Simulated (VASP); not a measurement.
# SiGe (P6_3mc) in VASP: notebook, part 2 of 2

VASP 6.6.1. The steps go on from the part before.

### Step 4. Single point, PBEsol (19.53 Å³/atom)

The input, INCAR:

```
SYSTEM = SiGe
PREC = Accurate
ENCUT = 520
EDIFF = 1E-7
ISMEAR = 0
SIGMA = 0.03
LREAL = .FALSE.
LASPH = .TRUE.
NELM = 60
ALGO = Normal
ISIF = 2
LWAVE = .FALSE.
LCHARG = .TRUE.
GGA = PS
LELF = .TRUE.
LVHAR = .TRUE.
NBANDS = 26
```

The input, KPOINTS:

```
Automatic mesh
0
G
  12 12 6
  0 0 0
```

The input, POSCAR:

```
SiGe
1.0
    4.0308393288      0.0000000000      0.0000000000
   -2.0154196644      3.4908092573      0.0000000000
    0.0000000000      0.0000000000      5.5504657557
Si Ge
2 2
Direct
    0.6666666667      0.3333333333      0.8745463082
    0.3333333333      0.6666666667      0.3745463082
    0.6666666667      0.3333333333      0.5004526918
    0.3333333333      0.6666666667      0.0004526918
```

Potentials or basis: VASP PAW PBE potentials, release 64 (Si, Ge_d).

On the command line:

```console
cat potpaw_PBE.64/Si/POTCAR potpaw_PBE.64/Ge_d/POTCAR > POTCAR
mpirun -np 1 vasp_std > vasp.out
```

OUTCAR:

```text
SYSTEM = SiGe
   PREC = Accurate
   ENCUT = 520
   EDIFF = 1E-7
   ISMEAR = 0
   LREAL = .FALSE.
   LASPH = .TRUE.
   NELM = 60
   ISIF = 2
   GGA = PS

 ion  position               nearest neighbor table
   1  0.667  0.333  0.875-   3 2.08   4 2.43   4 2.43   4 2.43
   2  0.333  0.667  0.375-   4 2.08   3 2.43   3 2.43   3 2.43
   3  0.667  0.333  0.500-   1 2.08   2 2.43   2 2.43   2 2.43
   4  0.333  0.667  0.000-   2 2.08   1 2.43   1 2.43   1 2.43

  LATTYP: Found a hexagonal cell.
 ALAT       =     4.0308393288
 C/A-ratio  =     1.3770000000

  Lattice vectors:

 A1 = (   4.0308393288,   0.0000000000,   0.0000000000)
 A2 = (  -2.0154196644,   3.4908092573,   0.0000000000)
 A3 = (   0.0000000000,   0.0000000000,   5.5504657557)

Analysis of symmetry for initial positions (statically):
=====================================================================
 Subroutine PRICEL returns:
 Original cell was already a primitive cell.

 Routine SETGRP: Setting up the symmetry group for a
 hexagonal supercell.
[... 170 lines left out ...]
  free energy    TOTEN  =       -19.46220372 eV

  energy without entropy =      -19.46185165  energy(sigma->0) =      -19.46202769

 E-fermi :   6.0099     XC(G=0): -10.2260

 val. band max:        5.9998135681   @ k =   0.4167   0.0000   0.1667
 cond. band min:       6.0319297893   @ k =   0.0833   0.0000   0.1667
 fundamental gap:      0.0321162212
 Fermi energy:         6.0098674948

 k-point     1 :       0.0000    0.0000    0.0000
  band No.  band energies     occupation
      1     -18.2699      2.00000
      2     -18.2620      2.00000
      3     -18.2113      2.00000
      4     -18.2113      2.00000
      5     -18.2015      2.00000
      6     -18.2015      2.00000
[... 685 lines left out ...]
     25      13.0019      0.00000
     26      13.7746      0.00000

 [... further k-points ...]

------------------------ aborting loop because EDIFF is reached ----------------------------------------

  FORCE on cell =-STRESS in cart. coord.  units (eV):
  Direction    XX          YY          ZZ          XY          YZ          ZX
  --------------------------------------------------------------------------------------
  -------------------------------------------------------------------------------------
  Total       -2.4262145     -2.4262145     25.9418738      0.0000000      0.0000000      0.0000000
  in kB      -49.7724179    -49.7724179    532.1828700      0.0000000      0.0000000      0.0000000
  external PRESSURE =     144.2126781 kB  Pullay stress =       0.0000000 kB

 VOLUME and BASIS-vectors are now :
 -----------------------------------------------------------------------------
  energy-cutoff  :      520.00
  volume of cell :       78.10
      direct lattice vectors                 reciprocal lattice vectors
     4.030839329  0.000000000  0.000000000     0.248087289  0.143233263  0.000000000
    -2.015419664  3.490809257  0.000000000     0.000000000  0.286466526  0.000000000
     0.000000000  0.000000000  5.550465756     0.000000000  0.000000000  0.180165061

 POSITION                                       TOTAL-FORCE (eV/Angst)
 -----------------------------------------------------------------------------------
      2.01542      1.16360      4.85414        -0.000000     -0.000000      4.131002
     -0.00000      2.32721      2.07891         0.000000      0.000000      4.131002
      2.01542      1.16360      2.77775        -0.000000     -0.000000     -4.131002
     -0.00000      2.32721      0.00251         0.000000     -0.000000     -4.131002
 -----------------------------------------------------------------------------------
    total drift:                                0.000000      0.000000     -0.000404

  FREE ENERGIE OF THE ION-ELECTRON SYSTEM (eV)
  ---------------------------------------------------
  free  energy   TOTEN  =       -19.4622037203 eV

  energy  without entropy=      -19.4618516539  energy(sigma->0) =      -19.46202769
```

OSZICAR:

```text
N       E                     dE             d eps       ncg     rms          rms(c)
DAV:   1     0.266523695110E+03    0.26652E+03   -0.17698E+04  4664   0.309E+03
DAV:   2     0.230448540647E+02   -0.24348E+03   -0.23494E+03  3976   0.637E+02
DAV:   3    -0.183855903434E+02   -0.41430E+02   -0.40817E+02  4648   0.155E+02
DAV:   4    -0.200712001251E+02   -0.16856E+01   -0.16816E+01  4812   0.349E+01
DAV:   5    -0.201058545306E+02   -0.34654E-01   -0.34644E-01  4844   0.554E+00    0.694E+00
DAV:   6    -0.196352360458E+02    0.47062E+00   -0.25657E-01  4874   0.299E+00    0.398E+00
DAV:   7    -0.194603018131E+02    0.17493E+00   -0.48426E-01  5018   0.389E+00    0.423E-01
DAV:   8    -0.194618527584E+02   -0.15509E-02   -0.65767E-02  4482   0.165E+00    0.338E-01
DAV:   9    -0.194625279131E+02   -0.67515E-03   -0.39212E-03  4948   0.498E-01    0.172E-01
DAV:  10    -0.194622041557E+02    0.32376E-03   -0.20982E-03  4688   0.365E-01    0.733E-02
DAV:  11    -0.194622046089E+02   -0.45316E-06   -0.30490E-04  4562   0.157E-01    0.297E-02
DAV:  12    -0.194622037312E+02    0.87769E-06   -0.10069E-05  5080   0.212E-02    0.318E-02
DAV:  13    -0.194622056454E+02   -0.19142E-05   -0.60312E-07  3972   0.486E-03    0.254E-02
DAV:  14    -0.194622034361E+02    0.22093E-05   -0.23932E-05  4998   0.341E-02    0.364E-02
DAV:  15    -0.194622038030E+02   -0.36685E-06   -0.46982E-06  4650   0.166E-02    0.279E-02
DAV:  16    -0.194622037203E+02    0.82698E-07   -0.21344E-07  3766   0.290E-03
   1 F= -.19462204E+02 E0= -.19462028E+02  d E =-.352066E-03
```

stdout:

```text
POSCAR found type information on POSCAR SiGe
 POSCAR found :  2 types and       4 ions
 scaLAPACK will be used
 -----------------------------------------------------------------------------
|                                                                             |
|                                                                             |
|     You enforced a specific xc type in the INCAR file but a different       |
|     I HOPE YOU KNOW WHAT YOU ARE DOING!                                     |
|                                                                             |
 -----------------------------------------------------------------------------

 LDA part: xc-table for (Slater+PW92), standard interpolation
 POSCAR, INCAR and KPOINTS ok, starting setup
 FFT: planning ... GRIDC
 FFT: planning ... GRID_SOFT
 FFT: planning ... GRID
 WAVECAR not read
 entering main loop
```

Run time: 2.8 min. Hardware: 1 thread of Intel Xeon Platinum 8259CL at 2.50GHz (Skylake/Cascade Lake), shared host; peak memory 0.27 GiB.

Results:

```yaml
Free_energy: -19.4622 eV
Pressure: 14.4 GPa
Largest_force: 4.131 eV/Å
Band_gap_on_the_k_mesh: zero (bands 18 and 19 overlap by 0.88 eV)
```

Forces in eV/Å, atoms in the order of the input:
```
Si   0.000  0.000  4.131
Si   0.000  0.000  4.131
Ge   0.000  0.000 -4.131
Ge   0.000  0.000 -4.131
```

Caveat: the stress differs along the axes, from -5 to 53 GPa; the PAW data sets were made with another functional, which shifts forces and pressure a little.

### Step 5. Single point, PBEsol (19.53 Å³/atom)

The input, INCAR:

```
ALGO = Normal
EDIFF = 1E-6
ENCUT = 520
GGA = PS
ISIF = 2
ISMEAR = 0
LASPH = T
LCHARG = T
LELF = T
LREAL = F
LVHAR = T
LWAVE = F
NBANDS = 26
NELM = 80
PREC = Accurate
SIGMA = 0.03
```

The input, KPOINTS:

```
k-points
0
Gamma
  12 12 6
```

The input, POSCAR:

```
SiGe
1.0
    3.5702733612      0.0000000000      0.0000000000
   -1.7851366806      3.0919474293      0.0000000000
    0.0000000000      0.0000000000      7.0748536926
Si Ge
2 2
Direct
    0.6666666667      0.3333333333      0.8745463082
    0.3333333333      0.6666666667      0.3745463082
    0.6666666667      0.3333333333      0.5004526918
    0.3333333333      0.6666666667      0.0004526918
```

On the command line:

```console
cat potpaw_PBE.64/Si/POTCAR potpaw_PBE.64/Ge_d/POTCAR > POTCAR
mpirun -np 1 vasp_std > vasp.out
```

Wall time 3.3 min (1 thread of Intel Xeon Platinum 8259CL at 2.50GHz (Skylake/Cascade Lake), shared host); peak memory 0.27 GiB.

Results (log left out):

```
Free energy            : -19.9425 eV
Pressure               : 12.5 GPa
Largest force          : 1.633 eV/Å
Band gap on the k mesh : zero (bands 18 and 19 overlap by 0.75 eV)
```

Forces on the atoms (eV/Å):
```
Si   0.000  0.000 -1.633
Si   0.000  0.000 -1.633
Ge   0.000  0.000  1.633
Ge   0.000  0.000  1.633
```

Stress tensor (GPa, compression positive):
```
23.69  0.00  0.00
 0.00 23.69  0.00
 0.00  0.00 -9.99
```

Levels at points of the mesh, in eV from the Fermi level:
| k point | band 14 | band 15 | band 16 | band 17 | band 18 | band 19 | band 20 | band 21 | band 22 | band 23 |
| --- | --- | --- | --- | --- | --- | --- | --- | --- | --- | --- |
| (0.00, 0.00, 0.00) | -0.88 | -0.70 | -0.41 | -0.41 | 0.48 | 0.48 | 3.00 | 3.36 | 3.36 | 4.49 |
| (0.50, 0.00, 0.00) | -7.18 | -4.60 | -2.85 | -2.54 | -1.59 | 1.27 | 1.68 | 2.61 | 2.99 | 3.72 |
| (0.00, 0.00, 0.50) | -5.34 | -0.03 | -0.03 | -0.03 | -0.03 | 3.32 | 3.32 | 4.01 | 4.01 | 4.01 |
| (0.50, 0.00, 0.50) | -7.89 | -2.98 | -2.98 | -2.12 | -2.12 | 0.30 | 0.30 | 1.94 | 1.94 | 6.22 |

Caveat: the stress differs along the axes, from -10 to 24 GPa; semilocal functionals underestimate gaps, and a narrow one can read as zero; the PAW data sets were made with another functional, which shifts forces and pressure a little.

### Step 6. Single point, PBEsol (19.53 Å³/atom)

The input, INCAR:

```
PREC = Accurate ; ENCUT = 520
EDIFF = 1E-6 ; ISMEAR = 0
SIGMA = 0.03 ; LREAL = F
LASPH = T ; NELM = 100
ALGO = Normal ; ISIF = 2
LWAVE = F ; LCHARG = T
GGA = PS ; LELF = T
LVHAR = T ; NBANDS = 26
```

The input, KPOINTS:

```
regular mesh
0
Gamma
  12 12 6
```

The input, POSCAR:

```
SiGe
1.0
    3.9103937364      0.0000000000      0.0000000000
   -1.9551968682      3.3865003145      0.0000000000
    0.0000000000      0.0000000000      5.8976558332
Si Ge
2 2
Direct
    0.6666666667      0.3333333333      0.8745463082
    0.3333333333      0.6666666667      0.3745463082
    0.6666666667      0.3333333333      0.5004526918
    0.3333333333      0.6666666667      0.0004526918
```

Potentials or basis: VASP PAW PBE potentials, release 64 (Si, Ge_d).

On the command line:

```console
cat potpaw_PBE.64/Si/POTCAR potpaw_PBE.64/Ge_d/POTCAR > POTCAR
mpirun -np 1 vasp_std > vasp.out
```

OUTCAR:

```text
PREC = Accurate
   ENCUT = 520
   EDIFF = 1E-6
   ISMEAR = 0
   LREAL = F
   LASPH = T
   NELM = 100
   ISIF = 2
   GGA = PS

 ion  position               nearest neighbor table
   1  0.667  0.333  0.875-   3 2.21   4 2.38   4 2.38   4 2.38
   2  0.333  0.667  0.375-   4 2.21   3 2.38   3 2.38   3 2.38
   3  0.667  0.333  0.500-   1 2.21   2 2.38   2 2.38   2 2.38
   4  0.333  0.667  0.000-   2 2.21   1 2.38   1 2.38   1 2.38

  LATTYP: Found a hexagonal cell.
 ALAT       =     3.9103937364
 C/A-ratio  =     1.5082000000

  Lattice vectors:

 A1 = (   3.9103937364,   0.0000000000,   0.0000000000)
 A2 = (  -1.9551968682,   3.3865003145,   0.0000000000)
 A3 = (   0.0000000000,   0.0000000000,   5.8976558332)

Analysis of symmetry for initial positions (statically):
=====================================================================
 Subroutine PRICEL returns:
 Original cell was already a primitive cell.

 Routine SETGRP: Setting up the symmetry group for a
 hexagonal supercell.

 Subroutine GETGRP returns: Found 12 space group operations
[... 171 lines left out ...]

 E-fermi :   6.2930     XC(G=0): -10.2374

 val. band max:        6.2159570980   @ k =   0.5000   0.0000   0.0000
 cond. band min:       6.3031512540   @ k =   0.4167  -0.0000   0.0000
 fundamental gap:      0.0871941559
 Fermi energy:         6.2929655782

 k-point     1 :       0.0000    0.0000    0.0000
  band No.  band energies     occupation
      1     -18.1912      2.00000
      2     -18.1878      2.00000
      3     -18.1683      2.00000
      4     -18.1683      2.00000
      5     -18.1633      2.00000
      6     -18.1633      2.00000
[... 685 lines left out ...]
     25      13.5682      0.00000
     26      13.6721      0.00000

 [... further k-points ...]

------------------------ aborting loop because EDIFF is reached ----------------------------------------

  FORCE on cell =-STRESS in cart. coord.  units (eV):
  Direction    XX          YY          ZZ          XY          YZ          ZX
  --------------------------------------------------------------------------------------
  -------------------------------------------------------------------------------------
  Total        0.3543700      0.3543700     13.3920757      0.0000000      0.0000000      0.0000000
  in kB        7.2696992      7.2696992    274.7308582      0.0000000      0.0000000      0.0000000
  external PRESSURE =      96.4234188 kB  Pullay stress =       0.0000000 kB

 VOLUME and BASIS-vectors are now :
 -----------------------------------------------------------------------------
  energy-cutoff  :      520.00
  volume of cell :       78.10
      direct lattice vectors                 reciprocal lattice vectors
     3.910393736  0.000000000  0.000000000     0.255728724  0.147645048  0.000000000
    -1.955196868  3.386500315  0.000000000     0.000000000  0.295290095  0.000000000
     0.000000000  0.000000000  5.897655833     0.000000000  0.000000000  0.169558894

 POSITION                                       TOTAL-FORCE (eV/Angst)
 -----------------------------------------------------------------------------------
      1.95520      1.12883      5.15777         0.000000      0.000000      1.585380
     -0.00000      2.25767      2.20895        -0.000000     -0.000000      1.585380
      1.95520      1.12883      2.95150         0.000000      0.000000     -1.585380
     -0.00000      2.25767      0.00267        -0.000000     -0.000000     -1.585380
 -----------------------------------------------------------------------------------
    total drift:                                0.000000      0.000000     -0.000034

  FREE ENERGIE OF THE ION-ELECTRON SYSTEM (eV)
  ---------------------------------------------------
  free  energy   TOTEN  =       -20.7162590508 eV

  energy  without entropy=      -20.7161404224  energy(sigma->0) =      -20.71619974
```

OSZICAR:

```text
N       E                     dE             d eps       ncg     rms          rms(c)
DAV:   1     0.263762448307E+03    0.26376E+03   -0.17665E+04  4656   0.307E+03
DAV:   2     0.218943873353E+02   -0.24187E+03   -0.23326E+03  3976   0.637E+02
DAV:   3    -0.195511587504E+02   -0.41446E+02   -0.40959E+02  4776   0.154E+02
DAV:   4    -0.211923585671E+02   -0.16412E+01   -0.16378E+01  4752   0.341E+01
DAV:   5    -0.212262882472E+02   -0.33930E-01   -0.33920E-01  4854   0.550E+00    0.661E+00
DAV:   6    -0.208697573431E+02    0.35653E+00   -0.15603E-01  4482   0.260E+00    0.385E+00
DAV:   7    -0.207137952452E+02    0.15596E+00   -0.29127E-01  4956   0.327E+00    0.291E-01
DAV:   8    -0.207158790127E+02   -0.20838E-02   -0.29072E-02  4710   0.140E+00    0.182E-01
DAV:   9    -0.207161170557E+02   -0.23804E-03   -0.10788E-03  5002   0.272E-01    0.114E-01
DAV:  10    -0.207162556587E+02   -0.13860E-03   -0.22383E-04  4428   0.103E-01    0.284E-02
DAV:  11    -0.207162573706E+02   -0.17118E-05   -0.31490E-05  4740   0.403E-02    0.815E-03
DAV:  12    -0.207162583931E+02   -0.10225E-05   -0.35235E-06  4072   0.104E-02    0.584E-03
DAV:  13    -0.207162590508E+02   -0.65768E-06   -0.12649E-06  3538   0.836E-03
   1 F= -.20716259E+02 E0= -.20716200E+02  d E =-.118628E-03
```

stdout:

```text
POSCAR found type information on POSCAR SiGe
 POSCAR found :  2 types and       4 ions
 scaLAPACK will be used
 -----------------------------------------------------------------------------
|                                                                             |
|                                                                             |
|     You enforced a specific xc type in the INCAR file but a different       |
|     I HOPE YOU KNOW WHAT YOU ARE DOING!                                     |
|                                                                             |
 -----------------------------------------------------------------------------

 LDA part: xc-table for (Slater+PW92), standard interpolation
 POSCAR, INCAR and KPOINTS ok, starting setup
 FFT: planning ... GRIDC
 FFT: planning ... GRID_SOFT
 FFT: planning ... GRID
 WAVECAR not read
 entering main loop
```

Wall time 3.7 min (1 thread of Intel Xeon Platinum 8259CL at 2.50GHz (Skylake/Cascade Lake), shared host); peak memory 0.28 GiB.

What came out:

- Free energy: -20.7163 eV
- Pressure: 9.6 GPa
- Largest force: 1.585 eV/Å
- Band gap on the k mesh: zero (bands 18 and 19 overlap by 0.29 eV)

Forces in eV/Å, atoms in the order of the input:
```
Si   0.000  0.000  1.585
Si   0.000  0.000  1.585
Ge   0.000  0.000 -1.585
Ge   0.000  0.000 -1.585
```

Stress tensor (GPa, compression positive):
```
 0.73  0.00  0.00
 0.00  0.73  0.00
 0.00  0.00 27.47
```

Caveat: the stress differs along the axes, from 1 to 27 GPa; semilocal functionals underestimate gaps, and a narrow one can read as zero; the PAW data sets were made with another functional, which shifts forces and pressure a little.

### Step 7. The runs side by side

```csv
cell,gap on the mesh (eV),pressure (GPa),largest force (eV/Å)
"a = 3.680, b = 3.680, c = 6.659 Å, angles 90.0, 90.0, 120.0°, 4 atoms",0.12,9.2,1.03
"a = 3.848, b = 3.848, c = 6.356 Å, angles 90.0, 90.0, 120.0°, 4 atoms",0.28,3.6,0.02
"a = 4.031, b = 4.031, c = 5.550 Å, angles 90.0, 90.0, 120.0°, 4 atoms",none,14.4,4.13
"a = 3.570, b = 3.570, c = 7.075 Å, angles 90.0, 90.0, 120.0°, 4 atoms",none,12.5,1.63
"a = 3.910, b = 3.910, c = 5.898 Å, angles 90.0, 90.0, 120.0°, 4 atoms",none,9.6,1.59
```

Alike in all rows: task single point; level PBEsol; potentials or basis VASP PAW PBE potentials, release 64 (Si, Ge_d); no spin polarisation; k mesh 12 × 12 × 6; cutoff (eV) 520; smearing gaussian 0.03 eV.

Caveats: the PAW data sets were made with another functional, which shifts forces and pressure a little; semilocal functionals underestimate gaps, and a narrow one can read as zero (at least some runs); the stress differs along the axes, from -5 to 16 GPa (at least some runs); the cell stands under pressure (at least some runs); the stress differs along the axes, from -5 to 53 GPa (at least some runs); the stress differs along the axes, from -10 to 24 GPa (at least some runs); the stress differs along the axes, from 1 to 27 GPa (at least some runs).

Absolute energies hang on the potentials; compare differences alone.

The gap in the log of VASP goes by the Fermi energy; the results here count the filled bands.